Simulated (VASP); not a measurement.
Runs of VASP 6.6.1 on GaN. The structure is that of space group Fm-3m (No. 225), or close to it. The cells are those of the table. 

```tsv
task	level	potentials or basis	cell	cutoff (eV)	second run	gap on the mesh (eV)	pressure (GPa)	relaxed volume (Å³/atom)
relaxation of cell and atoms	LDA	VASP PAW LDA potentials, release 64 (Ga_d, N)	relaxed from a = 3.020 Å, angles 60.0°, 2 atoms	600	-	(b)	0.0	9.18
relaxation of cell and atoms	PBEsol	VASP PAW PBE potentials, release 64 (Ga_d, N)	relaxed from a = 3.020 Å, angles 60.0°, 2 atoms	600	-	(a)	0.0	9.40
single point	PBEsol	VASP PAW PBE potentials, release 64 (Ga_d, N)	a = 2.983 Å, angles 60.0°, 2 atoms	520	-	(c)	0.4	-
single point	LDA	VASP PAW LDA potentials, release 64 (Ga_d, N_h)	a = 2.956 Å, angles 60.0°, 2 atoms	910	hard_potentials	0.64	1.2	-
single point	PBEsol+D3(BJ)	VASP PAW PBE potentials, release 64 (Ga_d, N)	a = 2.964 Å, angles 60.0°, 2 atoms	520	-	0.69	0.5	-
```

Alike in all rows: no spin polarisation; k mesh 8 × 8 × 8; smearing gaussian 0.01 eV.

Estimate the missing entries.

(a) 0.55; (b) 0.60; (c) 0.56.

Caveats: the PAW data sets were made with another functional, which shifts forces and pressure a little (some runs); the cutoff is under 1.25 times the usual one of these potentials, so pressure, stress and relaxed cells hold a basis-set (Pulay) error (some runs).

A k mesh can miss the band edges, and the runs leave out spin-orbit coupling on Ga.
